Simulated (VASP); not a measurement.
Set up this calculation in VASP 6.6.1, as the native input.

```
Task                   : single point
Functional             : r2SCAN
Potentials or basis    : VASP PAW PBE potentials, release 64 (Si, C)
Cutoff                 : 520 eV
k mesh                 : 10 × 10 × 10
Occupations            : gaussian, width 0.05 eV
Spin                   : no spin polarisation
Dipole correction      : no
Further INCAR settings : ALGO = Normal; EDIFF = 1e-07; NBANDS = 11
```

The system is SiC (Moissanite 3C).

```xyz
2
Lattice="0.0000 2.1725 2.1725 2.1725 0.0000 2.1725 2.1725 2.1725 0.0000" Properties=species:S:1:pos:R:3 pbc="T T T"
Si    0.0000    0.0000    0.0000
C     1.0862    1.0862    1.0862
```

One way to write it, as run:

POSCAR

```
SiC
1.0
    0.0000000000      2.1724996136      2.1724996136
    2.1724996136      0.0000000000      2.1724996136
    2.1724996136      2.1724996136      0.0000000000
Si C
1 1
Direct
    0.0000000000      0.0000000000      0.0000000000
    0.2500000000      0.2500000000      0.2500000000
```

INCAR.step1

```
SYSTEM = SiC
PREC = Accurate
ENCUT = 520
ISMEAR = 0
SIGMA = 0.05
LREAL = .False.
LASPH = .True.
NELM = 100
NBANDS = 11
GGA = PE
ALGO = Normal
EDIFF = 1E-4
LWAVE = .True.
LCHARG = .False.
```

INCAR.step2

```
SYSTEM = SiC
PREC = Accurate
ENCUT = 520
EDIFF = 1E-7
ISMEAR = 0
SIGMA = 0.05
LREAL = .False.
LASPH = .True.
NELM = 100
ALGO = Normal
ISIF = 2
LWAVE = .False.
LCHARG = .False.
METAGGA = R2SCAN
LMIXTAU = .True.
NBANDS = 11
ISTART = 1
```

KPOINTS

```
Automatic mesh
0
Gamma
  10 10 10
  0 0 0
```

Potentials or basis: VASP PAW PBE potentials, release 64 (Si, C).

Command:

```bash
$ cat potpaw_PBE.64/Si/POTCAR potpaw_PBE.64/C/POTCAR > POTCAR
$ cp INCAR.step1 INCAR
$ mpirun -np 1 vasp_std > vasp.out
$ cp INCAR.step2 INCAR
$ mpirun -np 1 vasp_std > vasp.out
```

It gave:

* Pressure: 1.6 GPa
* Band gap on the k mesh: 1.72 eV, indirect (least direct gap 5.07 eV)

Caveat: the PAW data sets were made with another functional, which shifts forces and pressure a little.

Run time: 15 s on 1 thread of Intel(R) Xeon(R) 6975P-C (Granite Rapids) (shared host), peak memory 0.14 GiB.
